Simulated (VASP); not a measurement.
# DyAgH2 (Pmma) in VASP: single point with PBE

Aim: the single point of DyAgH2 with PBE.

All numbers are computed with VASP 6.6.1; they aren't measurements. Logs are shortened: lines on timing, memory, paths and dates and some standing lists are left out, and cuts for length are marked.

### 1 The cell of the first run

It takes space group Pmma (No. 51, orthorhombic). The conventional cell has a = 4.936 Å, b = 3.566 Å, c = 5.817 Å, α = 90.00°, β = 90.00°, γ = 90.00°. Dy (site symmetry mm2) has 7 H at 2.19 to 2.47 Å within 2.9 Å. Ag (site symmetry mm2) has 4 H at 2.13 to 2.55 Å and 2 Ag at 2.81 Å within 2.9 Å. Within 3.2 Å of H (site symmetry 2/m) lie 6 H at 2.41 to 2.47 Å and 4 Dy at 2.45 Å and 2 Ag at 2.55 Å. H (site symmetry mm2) has 2 Ag at 2.13 Å and 3 Dy at 2.19 to 2.47 Å and 4 H at 2.41 Å within 2.8 Å.

The cell was generated, and may not be a known phase.

### 2 Single point, PBE

Input file INCAR:

```
PREC = Accurate
ENCUT = 500
EDIFF = 1E-6
ISMEAR = 0
SIGMA = 0.1
LREAL = F
LASPH = T
NELM = 200
ALGO = Normal
ISIF = 2
LWAVE = F
LCHARG = F
GGA = PE
NBANDS = 32
GGA_COMPAT = F
LMAXMIX = 6
```

Input file KPOINTS:

```
Automatic mesh
0
Gamma
  6 10 6
```

Input file POSCAR:

```
DyAgH2
1.0
    4.9363304936      0.0000000000      0.0000000000
    0.0000000000      3.5659175304      0.0000000000
    0.0000000000      0.0000000000      5.8166552852
Dy Ag H
2 2 4
Direct
    0.2500000000      0.5000000000      0.8048440349
    0.7500000000      0.5000000000      0.1951559651
    0.2500000000      0.0000000000      0.3840133688
    0.7500000000      0.0000000000      0.6159866312
    0.5000000000      0.0000000000      0.0000000000
    0.0000000000      0.0000000000      0.0000000000
    0.2500000000      0.5000000000      0.1821259580
    0.7500000000      0.5000000000      0.8178740420
```

Potentials or basis: VASP PAW PBE potentials, release 64 (Dy_3, Ag, H), 4f in core.

Started as:

```sh
cat potpaw_PBE.64/Dy_3/POTCAR potpaw_PBE.64/Ag/POTCAR potpaw_PBE.64/H/POTCAR > POTCAR
mpirun -np 1 vasp_std > vasp.out
```

OUTCAR:

```text
PREC = Accurate
   ENCUT = 500
   EDIFF = 1E-6
   ISMEAR = 0
   LREAL = F
   LASPH = T
   NELM = 200
   ISIF = 2
   GGA = PE

 ion  position               nearest neighbor table
   1  0.250  0.500  0.805-   7 2.19   3 3.03   3 3.03   4 3.24   4 3.24   4 3.24   4 3.24   2 3.35
                             2 3.35
   2  0.750  0.500  0.195-   8 2.19   4 3.03   4 3.03   3 3.24   3 3.24   3 3.24   3 3.24   1 3.35
                             1 3.35
   3  0.250  0.000  0.384-   7 2.13   7 2.13   4 2.81   4 2.81   1 3.03   1 3.03   2 3.24   2 3.24
                             2 3.24   2 3.24
   4  0.750  0.000  0.616-   8 2.13   8 2.13   3 2.81   3 2.81   2 3.03   2 3.03   1 3.24   1 3.24
                             1 3.24   1 3.24
   5  0.500  0.000  0.000-
   6  0.000  0.000  0.000-
   7  0.250  0.500  0.182-   3 2.13   3 2.13   1 2.19
   8  0.750  0.500  0.818-   4 2.13   4 2.13   2 2.19

  LATTYP: Found a simple orthorhombic cell.
 ALAT       =     3.5659175304
 B/A-ratio  =     1.3843086531
 C/A-ratio  =     1.6311805407

  Lattice vectors:

 A1 = (   0.0000000000,  -3.5659175304,   0.0000000000)
 A2 = (   4.9363304936,   0.0000000000,   0.0000000000)
 A3 = (   0.0000000000,   0.0000000000,   5.8166552852)

Analysis of symmetry for initial positions (statically):
=====================================================================
 Subroutine PRICEL returns:
 Original cell was already a primitive cell.

 Routine SETGRP: Setting up the symmetry group for a
 simple orthorhombic supercell.

 Subroutine GETGRP returns: Found  8 space group operations
 (whereof  4 operations were pure point group operations)
 out of a pool of  8 trial point group operations.

The static configuration has the point symmetry C_2h.
 The point group associated with its full space group is D_2h.

Analysis of symmetry for dynamics (positions and initial velocities):
=====================================================================
 Subroutine PRICEL returns:
 Original cell was already a primitive cell.

 Routine SETGRP: Setting up the symmetry group for a
 simple orthorhombic supercell.

 Subroutine GETGRP returns: Found  8 space group operations
 (whereof  4 operations were pure point group operations)
 out of a pool of  8 trial point group operations.

The dynamic configuration has the point symmetry C_2h.
 The point group associated with its full space group is D_2h.

 Subroutine INISYM returns: Found  8 space group operations
 (whereof  4 operations are pure point group operations),
 and found     1 'primitive' translations

----------------------------------------------------------------------------------------

                                     Primitive cell

  volume of cell :     102.3880

  direct lattice vectors                    reciprocal lattice vectors
     4.936330494  0.000000000  0.000000000     0.202579629  0.000000000  0.000000000
     0.000000000  3.565917530  0.000000000     0.000000000  0.280432733  0.000000000
     0.000000000  0.000000000  5.816655285     0.000000000  0.000000000  0.171920107

  length of vectors
     4.936330494  3.565917530  5.816655285     0.202579629  0.280432733  0.171920107

  position of ions in fractional coordinates (direct lattice)
     0.250000000  0.500000000  0.804844035
     0.750000000  0.500000000  0.195155965
     0.250000000  0.000000000  0.384013369
     0.750000000  0.000000000  0.615986631
     0.500000000  0.000000000  0.000000000
     0.000000000  0.000000000  0.000000000
     0.250000000  0.500000000  0.182125958
     0.750000000  0.500000000  0.817874042

  ion indices of the primitive-cell ions
   primitive index   ion index
                 1           1
                 2           2
                 3           3
                 4           4
                 5           5
                 6           6
                 7           7
                 8           8

----------------------------------------------------------------------------------------

 KPOINTS: Automatic mesh

Automatic generation of k-mesh.
 Grid dimensions read from file:
 generate k-points for:    6   10    6

 Generating k-lattice:

  Cartesian coordinates                     Fractional coordinates (reciprocal lattice)
     0.033763271  0.000000000  0.000000000     0.166666667  0.000000000  0.000000000
     0.000000000  0.028043273  0.000000000     0.000000000  0.100000000  0.000000000
     0.000000000  0.000000000  0.028653351     0.000000000  0.000000000  0.166666667

  Length of vectors
     0.033763271  0.028043273  0.028653351

  Shift w.r.t. Gamma in fractional coordinates (k-lattice)
     0.000000000  0.000000000  0.000000000

 Subroutine IBZKPT returns following result:
 ===========================================

 Found     96 irreducible k-points:

 Following reciprocal coordinates:
            Coordinates               Weight
  0.000000  0.000000  0.000000      1.000000
  0.166667  0.000000  0.000000      2.000000
  0.333333  0.000000  0.000000      2.000000
  0.500000  0.000000  0.000000      1.000000
  0.000000  0.100000  0.000000      2.000000
  0.166667  0.100000  0.000000      4.000000
[... 16 lines left out ...]
  0.333333  0.500000  0.000000      2.000000
  0.500000  0.500000  0.000000      1.000000
 [... further k-points ...]
   k-points           NKPTS =     96   k-points in BZ     NKDIM =     96   number of bands    NBANDS=     32
   number of dos      NEDOS =    301   number of ions     NIONS =      8
   total plane-waves  NPLWV =  42336
   dimension x,y,z NGX =    36 NGY =   28 NGZ =   42
   dimension x,y,z NGXF=    72 NGYF=   56 NGZF=   84
   ions per type =               2   2   4
   NGX,Y,Z   is equivalent  to a cutoff of  12.12, 13.05, 12.00 a.u.
   NGXF,Y,Z  is equivalent  to a cutoff of  24.25, 26.11, 24.01 a.u.
 SYSTEM =  unknown system
   PREC   = accura    normal or accurate (medium, high low for compatibility)
   ISTART =      0    job   : 0-new  1-cont  2-samecut
   ICHARG =      2    charge: 1-file 2-atom 10-const
   ISPIN  =      1    spin polarized calculation?
   LNONCOLLINEAR =      F non collinear calculations
   LSORBIT =      F    spin-orbit coupling
   LASPH  =      T    aspherical Exc in radial PAW
   ENCUT  =  500.0 eV  36.75 Ry    6.06 a.u.   9.00  6.50 10.61*2*pi/ulx,y,z
   NELM   =    200;   NELMIN=  2; NELMDL= -5     # of ELM steps
   EDIFF  = 0.1E-05   stopping-criterion for ELM
   LREAL  =      F    real-space projection
   EDIFFG = 0.1E-04   stopping-criterion for IOM
   NSW    =      0    number of steps for IOM
   IBRION =     -1    ionic relax: 0-MD 1-quasi-New 2-CG
   NFREE  =      0    steps in history (QN), initial steepest desc. (CG)
   ISIF   =      2    stress and relaxation
   ISYM   =      2    0-nonsym 1-usesym 2-fastsym
   POTIM  = 0.5000    time-step for ionic-motion
   TEBEG  =    0.0;   TEEND  =   0.0 temperature during run
   PSTRESS=    0.0 pullay stress
   NELECT =      44.0000    total number of electrons
   NUPDOWN=      -1.0000    fix difference up-down
   EMIN   =  10.00;   EMAX   =-10.00  energy-range for DOS
   EFERMI =   0.00;   METHOD = LEGACY
   ISMEAR =     0;   SIGMA  =   0.10  broadening in eV -4-tet -1-fermi 0-gaus
   EFERMI_NEDOS =   21; number of points for ismear=-14 and -15
   IALGO  =     38    algorithm
   IMIX   =      4    mixing-type and parameters
     AMIX     =   0.40;   BMIX     =  1.00
     AMIX_MAG =   1.60;   BMIX_MAG =  1.00
  volume/ion in A,a.u.               =      12.80        86.37
  Fermi-wavevector in a.u.,A,eV,Ry     =   1.235405  2.334577 20.765567  1.526226
  Thomas-Fermi vector in A             =   2.370056
   LORBIT       =      0    0 simple, 1 ext, 2 COOP (PROOUT), +10 PAW based schemes
   GGA     = PE    functional components
   LHFCALC =     F    Hartree Fock is set to
   AEXX    =    0.0000 exact exchange contribution
   IVDW    =     0    specifies the selected vdW correction
   LEPSILON=     F    determine dielectric tensor
   LRPA    =     F    only Hartree local field effects (RPA)
 non-spin polarized calculation
 Gauss-broadening in eV      SIGMA  =   0.10
  energy-cutoff  :      500.00
  volume of cell :      102.39
 maximum number of plane-waves:      2630
   NGX = 19   NGY = 13   NGZ = 21

 number of electron      44.0000002 magnetization

 Free energy of the ion-electron system (eV)
  ---------------------------------------------------
  ext. energy  EPLUGINS =         0.00000000
  ---------------------------------------------------
  free energy    TOTEN  =       -30.22502488 eV

  energy without entropy =      -30.21720826  energy(sigma->0) =      -30.22111657

 E-fermi :   5.5667     XC(G=0): -10.9871

 val. band max:        5.5660940179   @ k =   0.1667   0.4000   0.5000
 cond. band min:       5.5672620723   @ k =   0.1667   0.5000   0.3333
 fundamental gap:      0.0011680543
 Fermi energy:         5.5666535072

 k-point     1 :       0.0000    0.0000    0.0000
  band No.  band energies     occupation
      1     -18.4630      2.00000
      2     -18.3899      2.00000
      3     -18.1397      2.00000
      4     -18.1128      2.00000
      5     -18.1010      2.00000
      6     -18.0488      2.00000
[... 24 lines left out ...]
     31      10.2453      0.00000
     32      10.4001      0.00000

 k-point     2 :       0.1667    0.0000    0.0000
  band No.  band energies     occupation
      1     -18.4692      2.00000
      2     -18.4020      2.00000
      3     -18.1358      2.00000
      4     -18.1086      2.00000
      5     -18.0978      2.00000
      6     -18.0531      2.00000
[... 24 lines left out ...]
     31       9.8447      0.00000
     32      10.3692      0.00000

 k-point     3 :       0.3333    0.0000    0.0000
  band No.  band energies     occupation
      1     -18.4753      2.00000
      2     -18.4326      2.00000
      3     -18.1228      2.00000
      4     -18.0969      2.00000
      5     -18.0963      2.00000
      6     -18.0649      2.00000
[... 24 lines left out ...]
     31       9.6047      0.00000
     32       9.6358      0.00000

 k-point     4 :       0.5000    0.0000    0.0000
  band No.  band energies     occupation
      1     -18.4631      2.00000
      2     -18.4631      2.00000
      3     -18.1059      2.00000
      4     -18.1059      2.00000
      5     -18.0810      2.00000
      6     -18.0810      2.00000
[... 24 lines left out ...]
     31       9.2198      0.00000
     32       9.2198      0.00000

 k-point     5 :       0.0000    0.1000    0.0000
  band No.  band energies     occupation
      1     -18.4582      2.00000
      2     -18.3850      2.00000
      3     -18.1511      2.00000
      4     -18.1363      2.00000
      5     -18.0981      2.00000
      6     -18.0817      2.00000
[... 584 lines left out ...]
     31      10.7829      0.00000
     32      11.2184      0.00000

 k-point    22 :       0.1667    0.5000    0.0000
  band No.  band energies     occupation
      1     -18.4908      2.00000
      2     -18.4170      2.00000
      3     -18.3926      2.00000
      4     -18.3510      2.00000
      5     -18.0979      2.00000
      6     -18.0646      2.00000
[... 24 lines left out ...]
     31      10.6173      0.00000
     32      11.0972      0.00000

 k-point    23 :       0.3333    0.5000    0.0000
  band No.  band energies     occupation
      1     -18.4687      2.00000
      2     -18.4215      2.00000
      3     -18.4120      2.00000
      4     -18.3825      2.00000
      5     -18.0824      2.00000
      6     -18.0620      2.00000
[... 24 lines left out ...]
     31      10.8721      0.00000
     32      11.3968      0.00000

 k-point    24 :       0.5000    0.5000    0.0000
  band No.  band energies     occupation
      1     -18.4397      2.00000
      2     -18.4397      2.00000
      3     -18.4107      2.00000
      4     -18.4107      2.00000
      5     -18.0680      2.00000
      6     -18.0680      2.00000
[... 24 lines left out ...]
     31      10.4623      0.00000
     32      10.4623      0.00000

 [... further k-points ...]

------------------------ aborting loop because EDIFF is reached ----------------------------------------

  FORCE on cell =-STRESS in cart. coord.  units (eV):
  Direction    XX          YY          ZZ          XY          YZ          ZX
  --------------------------------------------------------------------------------------
  -------------------------------------------------------------------------------------
  Total        0.0918461      0.1466667      0.1236662      0.0000000      0.0000000      0.0000000
  in kB        1.4372178      2.2950560      1.9351415      0.0000000      0.0000000      0.0000000
  external PRESSURE =       1.8891385 kB  Pullay stress =       0.0000000 kB

 VOLUME and BASIS-vectors are now :
 -----------------------------------------------------------------------------
  energy-cutoff  :      500.00
  volume of cell :      102.39
      direct lattice vectors                 reciprocal lattice vectors
     4.936330494  0.000000000  0.000000000     0.202579629  0.000000000  0.000000000
     0.000000000  3.565917530  0.000000000     0.000000000  0.280432733  0.000000000
     0.000000000  0.000000000  5.816655285     0.000000000  0.000000000  0.171920107

 POSITION                                       TOTAL-FORCE (eV/Angst)
 -----------------------------------------------------------------------------------
      1.23408      1.78296      4.68150        -0.000000     -0.000000     -0.012674
      3.70225      1.78296      1.13515        -0.000000      0.000000      0.012674
      1.23408      0.00000      2.23367         0.000000      0.000000      0.024529
      3.70225      0.00000      3.58298        -0.000000      0.000000     -0.024529
      2.46817      0.00000      0.00000        -0.000000      0.000000      0.000000
      0.00000      0.00000      0.00000        -0.000000      0.000000      0.000000
      1.23408      1.78296      1.05936        -0.000000     -0.000000      0.009601
      3.70225      1.78296      4.75729        -0.000000      0.000000     -0.009601
 -----------------------------------------------------------------------------------
    total drift:                                0.000000     -0.000000      0.000000

  FREE ENERGIE OF THE ION-ELECTRON SYSTEM (eV)
  ---------------------------------------------------
  free  energy   TOTEN  =       -30.2250248814 eV

  energy  without entropy=      -30.2172082625  energy(sigma->0) =      -30.22111657
```

Wall time 2.5 min (1 thread of Intel Xeon 6975P-C (Granite Rapids), shared host); peak memory 0.4 GiB.

What came out:

* Free energy: -30.2250 eV
* Pressure: 0.2 GPa
* Largest force: 0.025 eV/Å
* Band gap on the k mesh: zero (bands 22 and 23 overlap by 0.81 eV)

Forces on the atoms (eV/Å):
```
Dy   0.000  0.000 -0.013
Dy   0.000  0.000  0.013
Ag   0.000  0.000  0.025
Ag   0.000  0.000 -0.025
H    0.000  0.000  0.000
H    0.000  0.000  0.000
H    0.000  0.000  0.010
H    0.000  0.000 -0.010
```

Caveat: spin-orbit coupling is left out, which moves the levels of the heavy elements; the 4f electrons are frozen in the core, so they carry no moment and show no levels.
